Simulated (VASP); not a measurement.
# ZrB4C2 (F-43m) in VASP: a series of runs, part 2 of 2

VASP 6.6.1.

## Step 5: Relaxation of cell and atoms, PBE

This run uses another cell than the first one, of 11.95 Å³/atom, 0.981 times its volume.

The input, INCAR:

```
SYSTEM = ZrB4C2
PREC = Accurate ; ENCUT = 600
EDIFF = 1E-7 ; ISMEAR = 0
SIGMA = 0.1 ; LREAL = .FALSE.
LASPH = .TRUE. ; NELM = 100
ALGO = Normal ; ISIF = 3
LWAVE = .FALSE. ; LCHARG = .FALSE.
GGA = PE ; IBRION = 2
NSW = 90 ; EDIFFG = -0.04
```

The input, KPOINTS:

```
regular mesh
0
G
  4 4 4
  0 0 0
```

The input, POSCAR:

```
ZrB4C2
1.0
    0.0000000000      3.4713453000      3.4713453000
    3.4713453000      0.0000000000      3.4713453000
    3.4713453000      3.4713453000      0.0000000000
Zr B C
1 4 2
Direct
    0.0000000000      0.0000000000      0.0000000000
    0.3554060500      0.3554060500      0.3554060500
    0.3554060500      0.3554060500      0.9337818600
    0.3554060500      0.9337818600      0.3554060500
    0.9337818600      0.3554060500      0.3554060500
    0.5000000000      0.5000000000      0.5000000000
    0.2500000000      0.2500000000      0.2500000000
```

Potentials or basis: VASP PAW PBE potentials, release 64 (Zr_sv, B, C).

Launch:

```console
> cat potpaw_PBE.64/Zr_sv/POTCAR potpaw_PBE.64/B/POTCAR potpaw_PBE.64/C/POTCAR > POTCAR
> mpirun -np 1 vasp_std > vasp.out
```

OUTCAR:

```text
SYSTEM = ZrB4C2
   PREC = Accurate
   ENCUT = 600
   EDIFF = 1E-7
   ISMEAR = 0
   LREAL = .FALSE.
   LASPH = .TRUE.
   NELM = 100
   ISIF = 3
   GGA = PE
   IBRION = 2
   NSW = 90
   EDIFFG = -0.04

 ion  position               nearest neighbor table
   1  0.000  0.000  0.000-   4 2.85   5 2.85   3 2.85   5 2.85   3 2.85   4 2.85   2 2.85   2 2.85
                             2 2.85   3 2.85   4 2.85   5 2.85
   2  0.355  0.355  0.355-   7 1.27   6 1.74   5 2.07   3 2.07   4 2.07   1 2.85   1 2.85   1 2.85

   3  0.355  0.355  0.934-   7 1.27   6 1.74   5 2.07   2 2.07   4 2.07   1 2.85   1 2.85   1 2.85

   4  0.355  0.934  0.355-   7 1.27   6 1.74   5 2.07   2 2.07   3 2.07   1 2.85   1 2.85   1 2.85

   5  0.934  0.355  0.355-   7 1.27   6 1.74   4 2.07   2 2.07   3 2.07   1 2.85   1 2.85   1 2.85

   6  0.500  0.500  0.500-   2 1.74   3 1.74   4 1.74   5 1.74
   7  0.250  0.250  0.250-   3 1.27   4 1.27   5 1.27   2 1.27

  LATTYP: Found a face centered cubic cell.
 ALAT       =     6.9426906000

  Lattice vectors:

 A1 = (   0.0000000000,   3.4713453000,   3.4713453000)
 A2 = (   3.4713453000,   0.0000000000,   3.4713453000)
 A3 = (   3.4713453000,   3.4713453000,   0.0000000000)

Analysis of symmetry for initial positions (statically):
=====================================================================
 Subroutine PRICEL returns:
 Original cell was already a primitive cell.

 Routine SETGRP: Setting up the symmetry group for a
 face centered cubic supercell.

 Subroutine GETGRP returns: Found 24 space group operations
 (whereof 24 operations were pure point group operations)
 out of a pool of 48 trial point group operations.

The static configuration has the point symmetry T_d .

Analysis of symmetry for dynamics (positions and initial velocities):
=====================================================================
 Subroutine PRICEL returns:
 Original cell was already a primitive cell.

 Routine SETGRP: Setting up the symmetry group for a
 face centered cubic supercell.

[... 110 lines left out ...]
   EMIN   =  10.00;   EMAX   =-10.00  energy-range for DOS
   EFERMI =   0.00;   METHOD = LEGACY
   ISMEAR =     0;   SIGMA  =   0.10  broadening in eV -4-tet -1-fermi 0-gaus
   EFERMI_NEDOS =   21; number of points for ismear=-14 and -15
   IALGO  =     38    algorithm
   IMIX   =      4    mixing-type and parameters
     AMIX     =   0.40;   BMIX     =  1.00
     AMIX_MAG =   1.60;   BMIX_MAG =  1.00
  volume/ion in A,a.u.               =      11.95        80.65
  Fermi-wavevector in a.u.,A,eV,Ry     =   1.188366  2.245687 19.214346  1.412215
  Thomas-Fermi vector in A             =   2.324497
   LORBIT       =      0    0 simple, 1 ext, 2 COOP (PROOUT), +10 PAW based schemes
   GGA     = PE    functional components
   LHFCALC =     F    Hartree Fock is set to
   AEXX    =    0.0000 exact exchange contribution
   IVDW    =     0    specifies the selected vdW correction
   LEPSILON=     F    determine dielectric tensor
   LRPA    =     F    only Hartree local field effects (RPA)
 conjugate gradient relaxation of ions
 non-spin polarized calculation
 Gauss-broadening in eV      SIGMA  =   0.10
  energy-cutoff  :      600.00
  volume of cell :       83.66
 maximum number of plane-waves:      2826
   NGX = 19   NGY = 19   NGZ = 19

--------------------------------------- Ionic step        1  -------------------------------------------

 number of electron      32.0000000 magnetization

 Free energy of the ion-electron system (eV)
  ---------------------------------------------------
  ext. energy  EPLUGINS =         0.00000000
  ---------------------------------------------------
  free energy    TOTEN  =       -38.02330532 eV

  energy without entropy =      -37.96545778  energy(sigma->0) =      -37.99438155

------------------------ aborting loop because EDIFF is reached ----------------------------------------

  FORCE on cell =-STRESS in cart. coord.  units (eV):
  Direction    XX          YY          ZZ          XY          YZ          ZX
  --------------------------------------------------------------------------------------
  -------------------------------------------------------------------------------------
  Total       14.3648427     14.3648427     14.3648427      0.0000000     -0.0000000      0.0000000
  in kB      275.0983676    275.0983676    275.0983676      0.0000000     -0.0000000      0.0000000
  external PRESSURE =     275.0983676 kB  Pullay stress =       0.0000000 kB
[... 489 lines left out ...]
     19       5.8740      0.00000
     20       7.0697      0.00000

[... ionic steps 4 to 7 ...]

--------------------------------------- Ionic step        8  -------------------------------------------

 number of electron      31.9999999 magnetization

------------------------ aborting loop because EDIFF is reached ----------------------------------------
[... 77 lines left out ...]
--------------------------------------- Ionic step       10  -------------------------------------------

 number of electron      31.9999999 magnetization

 Free energy of the ion-electron system (eV)
  ---------------------------------------------------
  ext. energy  EPLUGINS =         0.00000000
  ---------------------------------------------------
  free energy    TOTEN  =       -45.57373254 eV

  energy without entropy =      -45.52725251  energy(sigma->0) =      -45.55049253

 E-fermi :   5.7816     XC(G=0): -10.2092

 val. band max:        5.7378684524   @ k =   0.5000   0.2500   0.0000
 cond. band min:       5.7818673521   @ k =  -0.2500   0.2500   0.0000
 fundamental gap:      0.0439988997
 Fermi energy:         5.7816450558
[... 216 lines left out ...]
  FREE ENERGIE OF THE ION-ELECTRON SYSTEM (eV)
  ---------------------------------------------------
  free  energy   TOTEN  =       -45.5737325445 eV

  energy  without entropy=      -45.5272525118  energy(sigma->0) =      -45.55049253

 reached required accuracy - stopping structural energy minimisation
```

OSZICAR:

```text
N       E                     dE             d eps       ncg     rms          rms(c)
DAV:   1     0.231733741966E+03    0.23173E+03   -0.17201E+04   320   0.166E+03
DAV:   2    -0.318127345731E+02   -0.26355E+03   -0.25641E+03   396   0.357E+02
DAV:   3    -0.508383993820E+02   -0.19026E+02   -0.18181E+02   476   0.891E+01
[... 131 lines left out ...]
DAV:   4    -0.455737287897E+02    0.23969E-05   -0.10028E-04   524   0.605E-02    0.165E-02
DAV:   5    -0.455737316276E+02   -0.28379E-05   -0.13371E-05   548   0.193E-02    0.116E-02
DAV:   6    -0.455737333246E+02   -0.16970E-05   -0.77529E-06   536   0.161E-02    0.829E-03
DAV:   7    -0.455737325787E+02    0.74590E-06   -0.26609E-06   468   0.990E-03    0.107E-03
DAV:   8    -0.455737325445E+02    0.34124E-07   -0.37434E-07   332   0.396E-03
  10 F= -.45573733E+02 E0= -.45550493E+02  d E =-.105236E-02
```

It took 3.8 min on 1 thread of Intel Xeon Platinum 8259CL at 2.50GHz (Skylake/Cascade Lake), shared host; peak memory 0.25 GiB.

Results:

```yaml
Free_energy: -45.5737 eV
Relaxed_volume: 12.22 Å³/atom
Relaxed_cell: a = 4.945 Å, b = 4.945 Å, c = 4.945 Å, α = 60.00°, β = 60.00°, γ = 60.00°
Space_group_after_relaxing_to_0.05_Å: F-43m (No. 216)
Energy_gained_by_relaxing: 1078.6 meV/atom
Ionic_steps: 10
Pressure_after_relaxing: 0.0 GPa
Band_gap_on_the_k_mesh: zero (band 16 reaches 6.24 eV, above the bottom of band 17 at 5.74 eV)
```

Forces in eV/Å, atoms in the order of the input:
```
Zr   0.000  0.000  0.000
B    0.001  0.001  0.001
B   -0.001 -0.001  0.001
B   -0.001  0.001 -0.001
B    0.001 -0.001 -0.001
C    0.000  0.000  0.000
C    0.000  0.000  0.000
```

The path:
| step | energy change (eV) | largest force (eV/Å) | pressure (GPa) | volume (Å³) |
| --- | --- | --- | --- | --- |
| 1 | 0.0000 | 16.3444 | 27.51 | 83.66 |
| 2 | 28.4345 | 45.6614 | 68.03 | 111.05 |
| 3 | -6.6640 | 3.8125 | -7.06 | 93.07 |
| 4 | -7.3232 | 1.3998 | -7.20 | 91.21 |
| 5 | -7.4573 | 0.3079 | -6.14 | 89.98 |
| 6 | -7.4559 | 0.4943 | -5.97 | 89.85 |
| 7 | -7.5412 | 0.3653 | 1.55 | 84.56 |
| 8 | -7.5494 | 0.1501 | -0.31 | 85.72 |
| 9 | -7.5496 | 0.1419 | 0.25 | 85.34 |
| 10 | -7.5504 | 0.0022 | -0.02 | 85.52 |

Final structure:
```cif
data_structure
_symmetry_space_group_name_H-M 'P 1'
_symmetry_Int_Tables_number 1
_cell_length_a 4.9453
_cell_length_b 4.9453
_cell_length_c 4.9453
_cell_angle_alpha 60.000
_cell_angle_beta 60.000
_cell_angle_gamma 60.000
_cell_volume 85.52
loop_
_atom_site_label
_atom_site_type_symbol
_atom_site_fract_x
_atom_site_fract_y
_atom_site_fract_z
_atom_site_occupancy
Zr1 Zr 0.00000 0.00000 0.00000 1
B1 B 0.37617 0.37617 0.37617 1
B2 B 0.37617 0.37617 0.87148 1
B3 B 0.37617 0.87148 0.37617 1
B4 B 0.87148 0.37617 0.37617 1
C1 C 0.50000 0.50000 0.50000 1
C2 C 0.25000 0.25000 0.25000 1
```

Caveat: the k points lie up to 0.39 Å⁻¹ apart in the final cell.

## Step 6: Summary

```csv
task,cell,k mesh,cutoff (eV),gap on the mesh (eV),pressure (GPa),relaxed volume (Å³/atom),largest force (eV/Å)
single point,"a = 4.942 Å, angles 60.0°, 7 atoms",10 × 10 × 10,520,none,0.0,-,-
relaxation of cell and atoms,"relaxed from a = 4.945 Å, angles 60.0°, 7 atoms",10 × 10 × 10,600,none,0.0,12.18,0.01
single point,"a = 4.945 Å, angles 60.0°, 7 atoms",4 × 4 × 4,520,none,0.1,-,0.01
relaxation of cell and atoms,"relaxed from a = 4.909 Å, angles 60.0°, 7 atoms",4 × 4 × 4,600,none,0.0,12.22,-
```

Alike in all rows: level PBE; potentials or basis VASP PAW PBE potentials, release 64 (Zr_sv, B, C); no spin polarisation; smearing gaussian 0.1 eV.

Caveats: some runs use coarse meshes.

Total energies depend on the potentials used, so only differences within one code and one set of settings carry meaning.
